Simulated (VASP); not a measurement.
# BN (F-43m) in VASP: a series of runs, part 2 of 2

VASP 6.6.1. Earlier steps stand in the parts before.

### 3 Single point, PBE

This run uses another cell than the first one, of 5.86 Å³/atom, 0.984 times its volume.

File INCAR:

```
SYSTEM = BN
PREC     = Accurate       ! precision mode
ENCUT    = 520            ! plane-wave cutoff, eV
EDIFF    = 1E-6           ! SCF threshold, eV
ISMEAR   = 0              ! smearing method
SIGMA    = 0.01           ! smearing width, eV
LREAL    = .FALSE.        ! projectors in reciprocal space
LASPH    = .TRUE.         ! aspherical terms in the spheres
NELM     = 60             ! most SCF steps
ALGO     = Normal         ! electronic algorithm
ISIF     = 2              ! what is computed and relaxed
LWAVE    = .FALSE.        ! write WAVECAR
LCHARG   = .TRUE.         ! write CHGCAR
GGA      = PE             ! functional
LELF     = .TRUE.         ! ELF
LVHAR    = .TRUE.       
NBANDS   = 11             ! bands
```

File KPOINTS:

```
Automatic mesh
0
G
  12 12 12
  0 0 0
```

File POSCAR:

```
BN
1.0
    0.0000000000      1.8029071543      1.8029071543
    1.8029071543      0.0000000000      1.8029071543
    1.8029071543      1.8029071543      0.0000000000
B N
1 1
Direct
    0.0000000000      0.0000000000      0.0000000000
    0.7500000000      0.7500000000      0.7500000000
```

Potentials or basis: VASP PAW PBE potentials, release 64 (B, N).

Started as:

```sh
$ cat potpaw_PBE.64/B/POTCAR potpaw_PBE.64/N/POTCAR > POTCAR
$ mpirun -np 1 vasp_std > vasp.out
```

OUTCAR:

```text
SYSTEM = BN
   PREC = Accurate
   ENCUT = 520
   EDIFF = 1E-6
   ISMEAR = 0
   LREAL = .FALSE.
   LASPH = .TRUE.
   NELM = 60
   ISIF = 2
   GGA = PE

 ion  position               nearest neighbor table
   1  0.000  0.000  0.000-   2 1.56   2 1.56   2 1.56   2 1.56
   2  0.750  0.750  0.750-   1 1.56   1 1.56   1 1.56   1 1.56

  LATTYP: Found a face centered cubic cell.
 ALAT       =     3.6058143086

  Lattice vectors:

 A1 = (   0.0000000000,   1.8029071543,   1.8029071543)
 A2 = (   1.8029071543,   0.0000000000,   1.8029071543)
 A3 = (   1.8029071543,   1.8029071543,   0.0000000000)

Analysis of symmetry for initial positions (statically):
=====================================================================
 Subroutine PRICEL returns:
 Original cell was already a primitive cell.

 Routine SETGRP: Setting up the symmetry group for a
 face centered cubic supercell.

 Subroutine GETGRP returns: Found 24 space group operations
 (whereof 24 operations were pure point group operations)
 out of a pool of 48 trial point group operations.

The static configuration has the point symmetry T_d .

Analysis of symmetry for dynamics (positions and initial velocities):
=====================================================================
 Subroutine PRICEL returns:
 Original cell was already a primitive cell.

 Routine SETGRP: Setting up the symmetry group for a
 face centered cubic supercell.

 Subroutine GETGRP returns: Found 24 space group operations
 (whereof 24 operations were pure point group operations)
 out of a pool of 48 trial point group operations.

The dynamic configuration has the point symmetry T_d .

 Subroutine INISYM returns: Found 24 space group operations
 (whereof 24 operations are pure point group operations),
 and found     1 'primitive' translations

----------------------------------------------------------------------------------------

                                     Primitive cell

  volume of cell :      11.7206

  direct lattice vectors                    reciprocal lattice vectors
     0.000000000  1.802907154  1.802907154    -0.277329866  0.277329866  0.277329866
     1.802907154  0.000000000  1.802907154     0.277329866 -0.277329866  0.277329866
     1.802907154  1.802907154  0.000000000     0.277329866  0.277329866 -0.277329866

  length of vectors
     2.549695749  2.549695749  2.549695749     0.480349419  0.480349419  0.480349419

  position of ions in fractional coordinates (direct lattice)
     0.000000000  0.000000000  0.000000000
     0.750000000  0.750000000  0.750000000

  ion indices of the primitive-cell ions
   primitive index   ion index
                 1           1
                 2           2

----------------------------------------------------------------------------------------

 KPOINTS: Automatic mesh

Automatic generation of k-mesh.
 Grid dimensions read from file:
 generate k-points for:   12   12   12

 Generating k-lattice:

  Cartesian coordinates                     Fractional coordinates (reciprocal lattice)
    -0.023110822  0.023110822  0.023110822     0.083333333  0.000000000  0.000000000
     0.023110822 -0.023110822  0.023110822     0.000000000  0.083333333  0.000000000
     0.023110822  0.023110822 -0.023110822     0.000000000  0.000000000  0.083333333

  Length of vectors
     0.040029118  0.040029118  0.040029118

  Shift w.r.t. Gamma in fractional coordinates (k-lattice)
     0.000000000  0.000000000  0.000000000

 Subroutine IBZKPT returns following result:
 ===========================================

 Found     72 irreducible k-points:

 Following reciprocal coordinates:
            Coordinates               Weight
  0.000000  0.000000  0.000000      1.000000
  0.083333  0.000000  0.000000      8.000000
  0.166667  0.000000  0.000000      8.000000
  0.250000  0.000000  0.000000      8.000000
  0.333333  0.000000  0.000000      8.000000
  0.416667  0.000000  0.000000      8.000000
[... 16 lines left out ...]
  0.500000  0.166667  0.000000     24.000000
 -0.416667  0.166667  0.000000     24.000000
 [... further k-points ...]
   k-points           NKPTS =     72   k-points in BZ     NKDIM =     72   number of bands    NBANDS=     11
   number of dos      NEDOS =    301   number of ions     NIONS =      2
   total plane-waves  NPLWV =   8000
   dimension x,y,z NGX =    20 NGY =   20 NGZ =   20
   dimension x,y,z NGXF=    40 NGYF=   40 NGZF=   40
   ions per type =               1   1
   NGX,Y,Z   is equivalent  to a cutoff of  13.04, 13.04, 13.04 a.u.
   NGXF,Y,Z  is equivalent  to a cutoff of  26.08, 26.08, 26.08 a.u.
 SYSTEM =  BN
   PREC   = accura    normal or accurate (medium, high low for compatibility)
   ISTART =      0    job   : 0-new  1-cont  2-samecut
   ICHARG =      2    charge: 1-file 2-atom 10-const
   ISPIN  =      1    spin polarized calculation?
   LNONCOLLINEAR =      F non collinear calculations
   LSORBIT =      F    spin-orbit coupling
   LASPH  =      T    aspherical Exc in radial PAW
   ENCUT  =  520.0 eV  38.22 Ry    6.18 a.u.   4.74  4.74  4.74*2*pi/ulx,y,z
   NELM   =     60;   NELMIN=  2; NELMDL= -5     # of ELM steps
   EDIFF  = 0.1E-05   stopping-criterion for ELM
   LREAL  =      F    real-space projection
   EDIFFG = 0.1E-04   stopping-criterion for IOM
   NSW    =      0    number of steps for IOM
   IBRION =     -1    ionic relax: 0-MD 1-quasi-New 2-CG
   NFREE  =      0    steps in history (QN), initial steepest desc. (CG)
   ISIF   =      2    stress and relaxation
   ISYM   =      2    0-nonsym 1-usesym 2-fastsym
   POTIM  = 0.5000    time-step for ionic-motion
   TEBEG  =    0.0;   TEEND  =   0.0 temperature during run
   PSTRESS=    0.0 pullay stress
   NELECT =       8.0000    total number of electrons
   NUPDOWN=      -1.0000    fix difference up-down
   EMIN   =  10.00;   EMAX   =-10.00  energy-range for DOS
   EFERMI =   0.00;   METHOD = LEGACY
   ISMEAR =     0;   SIGMA  =   0.01  broadening in eV -4-tet -1-fermi 0-gaus
   EFERMI_NEDOS =   21; number of points for ismear=-14 and -15
   IALGO  =     38    algorithm
   IMIX   =      4    mixing-type and parameters
     AMIX     =   0.40;   BMIX     =  1.00
     AMIX_MAG =   1.60;   BMIX_MAG =  1.00
  volume/ion in A,a.u.               =       5.86        39.55
  Fermi-wavevector in a.u.,A,eV,Ry     =   1.441412  2.723874 28.268397  2.077669
  Thomas-Fermi vector in A             =   2.560047
   LORBIT       =      0    0 simple, 1 ext, 2 COOP (PROOUT), +10 PAW based schemes
   GGA     = PE    functional components
   LHFCALC =     F    Hartree Fock is set to
   AEXX    =    0.0000 exact exchange contribution
   IVDW    =     0    specifies the selected vdW correction
   LEPSILON=     F    determine dielectric tensor
   LRPA    =     F    only Hartree local field effects (RPA)
 non-spin polarized calculation
 Gauss-broadening in eV      SIGMA  =   0.01
  energy-cutoff  :      520.00
  volume of cell :       11.72
 maximum number of plane-waves:       332
   NGX =  9   NGY =  9   NGZ =  9

 number of electron       7.9999999 magnetization

 Free energy of the ion-electron system (eV)
  ---------------------------------------------------
  ext. energy  EPLUGINS =         0.00000000
  ---------------------------------------------------
  free energy    TOTEN  =       -17.44696762 eV

  energy without entropy =      -17.44696762  energy(sigma->0) =      -17.44696762

 E-fermi :   7.5985     XC(G=0): -12.8598

 val. band max:        7.4971789979   @ k =   0.0000   0.0000   0.0000
 cond. band min:      11.9646790691   @ k =   0.5000   0.5000   0.0000
 fundamental gap:      4.4675000712
 Fermi energy:         7.5985470854

 k-point     1 :       0.0000    0.0000    0.0000
  band No.  band energies     occupation
      1     -12.8206      2.00000
      2       7.4972      2.00000
      3       7.4972      2.00000
      4       7.4972      2.00000
      5      16.3535      0.00000
      6      16.3535      0.00000
      7      16.3535      0.00000
      8      17.9710      0.00000
      9      32.3933      0.00000
     10      35.3589      0.00000
     11      35.3589      0.00000
[... 309 lines left out ...]
 k-point    24 :      -0.4167    0.1667    0.0000
  band No.  band energies     occupation
      1      -8.2009      2.00000
      2      -2.5653      2.00000
      3       3.3487      2.00000
      4       4.9104      2.00000
      5      16.8497      0.00000
      6      19.7980      0.00000
      7      19.7993      0.00000
      8      23.2878      0.00000
      9      28.6463      0.00000
     10      32.9433      0.00000
     11      34.3318      0.00000

 [... further k-points ...]
[... 5 lines left out ...]
  --------------------------------------------------------------------------------------
  -------------------------------------------------------------------------------------
  Total        0.4596953      0.4596953      0.4596953     -0.0000000      0.0000000      0.0000000
  in kB       62.8391931     62.8391931     62.8391931     -0.0000000      0.0000000      0.0000000
  external PRESSURE =      62.8391931 kB  Pullay stress =       0.0000000 kB

 VOLUME and BASIS-vectors are now :
 -----------------------------------------------------------------------------
  energy-cutoff  :      520.00
  volume of cell :       11.72
      direct lattice vectors                 reciprocal lattice vectors
     0.000000000  1.802907154  1.802907154    -0.277329866  0.277329866  0.277329866
     1.802907154  0.000000000  1.802907154     0.277329866 -0.277329866  0.277329866
     1.802907154  1.802907154  0.000000000     0.277329866  0.277329866 -0.277329866

 POSITION                                       TOTAL-FORCE (eV/Angst)
 -----------------------------------------------------------------------------------
      0.00000      0.00000      0.00000         0.000000      0.000000      0.000000
      2.70436      2.70436      2.70436        -0.000000     -0.000000     -0.000000
 -----------------------------------------------------------------------------------
    total drift:                               -0.000000     -0.000000     -0.000000

  FREE ENERGIE OF THE ION-ELECTRON SYSTEM (eV)
  ---------------------------------------------------
  free  energy   TOTEN  =       -17.4469676212 eV

  energy  without entropy=      -17.4469676212  energy(sigma->0) =      -17.44696762
```

Wall time 13 s (1 thread of Intel Xeon 8259CL, shared host); peak memory 0.12 GiB.

What came out:

| Quantity | Value |
| --- | --- |
| Free energy | -17.4470 eV |
| Pressure | 6.3 GPa |
| Band gap on the k mesh | 4.47 eV, indirect (least direct gap 8.86 eV) |

### 4 Relaxation of cell and atoms, PBE, target pressure 6 GPa, at which the enthalpy is minimised

File INCAR:

```
PREC = Accurate
ENCUT = 600
EDIFF = 1E-6
ISMEAR = 0
SIGMA = 0.01
LREAL = False
LASPH = True
NELM = 100
ALGO = Normal
ISIF = 3
LWAVE = False
LCHARG = False
GGA = PE
IBRION = 2
NSW = 80
EDIFFG = -0.001
PSTRESS = 60.0
```

File KPOINTS:

```
Automatic mesh
0
Gamma
  12 12 12
```

File POSCAR:

```
BN
1.0
    0.0000000000      1.8123386229      1.8123386229
    1.8123386229      0.0000000000      1.8123386229
    1.8123386229      1.8123386229      0.0000000000
B N
1 1
Direct
    0.0000000000      0.0000000000      0.0000000000
    0.7500000000      0.7500000000      0.7500000000
```

Started as:

```sh
$ cat potpaw_PBE.64/B/POTCAR potpaw_PBE.64/N/POTCAR > POTCAR
$ mpirun -np 1 vasp_std > vasp.out
```

Wall time 21 s (1 thread of Intel Xeon 8259CL, shared host); peak memory 0.12 GiB.

It converged, with:

```yaml
Free_energy: -17.4512 eV
Relaxed_volume: 5.86 Å³/atom
Relaxed_cell: a = 2.550 Å, b = 2.550 Å, c = 2.550 Å, α = 60.00°, β = 60.00°, γ = 60.00°
Space_group_after_relaxing_to_0.05_Å: F-43m (No. 216)
Energy_change_on_relaxing_the_enthalpy_is_what_falls: +1.7 meV/atom
Ionic_steps: 3
Pressure_after_relaxing: 6.0 GPa
Band_gap_on_the_k_mesh: 4.47 eV, indirect (least direct gap 8.86 eV)
```

The path:
| step | energy change (eV) | largest force (eV/Å) | pressure (GPa) | volume (Å³) |
| --- | --- | --- | --- | --- |
| 1 | 0.0000 | 0.0000 | -0.03 | 11.91 |
| 2 | 0.0149 | 0.0000 | 12.89 | 11.52 |
| 3 | 0.0034 | 0.0000 | 5.99 | 11.72 |

Final structure:
```
CELL_PARAMETERS angstrom
0.00000 1.80288 1.80288
1.80288 0.00000 1.80288
1.80288 1.80288 0.00000
ATOMIC_POSITIONS crystal
B 0.00000 0.00000 0.00000
N 0.75000 0.75000 0.75000
```

Levels at points of the mesh, in eV from the valence-band top:
```tsv
k point	band 2	band 3	band 4	band 5	band 6	band 7
(0.00, 0.00, 0.00)	0.00	0.00	0.00	8.86	8.86	8.86
(0.50, 0.00, 0.00)	-10.76	-1.95	-1.95	10.25	10.75	10.75
(0.50, 0.50, 0.00)	-8.97	-4.94	-4.94	4.47	9.27	18.04
```

Caveat: the cell is relaxed towards a set pressure, so the enthalpy falls and the energy may rise. A k mesh can miss the band edges.

### 5 The runs side by side

| task | cell | cutoff (eV) | gap on the mesh (eV) | pressure (GPa) |
| --- | --- | --- | --- | --- |
| relaxation of cell and atoms | relaxed to 20 GPa from a = 2.563 Å, angles 60.0°, 2 atoms | 600 | 4.50 | 20.0 |
| single point | a = 2.550 Å, angles 60.0°, 2 atoms | 520 | 4.47 | 6.3 |
| relaxation of cell and atoms | relaxed to 6 GPa from a = 2.563 Å, angles 60.0°, 2 atoms | 600 | 4.47 | 6.0 |

Alike in all rows: level PBE; potentials or basis VASP PAW PBE potentials, release 64 (B, N); no spin polarisation; k mesh 12 × 12 × 12; smearing gaussian 0.01 eV.

Caveats: the cell is relaxed towards a set pressure, so the enthalpy falls and the energy may rise (some runs).

Total energies depend on the potentials used, so only differences within one code and one set of settings carry meaning.
